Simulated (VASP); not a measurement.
Runs of VASP 6.6.1 on ZnS. The structure is that of space group R3m (No. 160), or close to it. The cells are those of the table. 

```csv
cell,gap on the mesh (eV),pressure (GPa),largest force (eV/Å)
"a = 9.826 Å, angles 22.9°, 6 atoms",1.77,(c),0.02
"a = 9.733 Å, angles 22.9°, 6 atoms",(b),-3.8,0.02
"a = 9.639 Å, angles 22.9°, 6 atoms",2.02,-1.8,0.01
"a = 9.542 Å, angles 22.9°, 6 atoms",(a),0.4,0.01
"a = 9.444 Å, angles 22.9°, 6 atoms",2.29,3.1,0.01
```

Alike in all rows: task single point; level PBEsol; potentials or basis VASP PAW PBE potentials, release 64 (Zn, S); no spin polarisation; k mesh 6 × 6 × 6; cutoff (eV) 520; smearing gaussian 0.01 eV.

Question: Fill in the values left out.

Answer: (a) 2.15; (b) 1.89; (c) -5.4.

Caveats: the PAW data sets were made with another functional, which shifts forces and pressure a little.

A k mesh can miss the band edges.
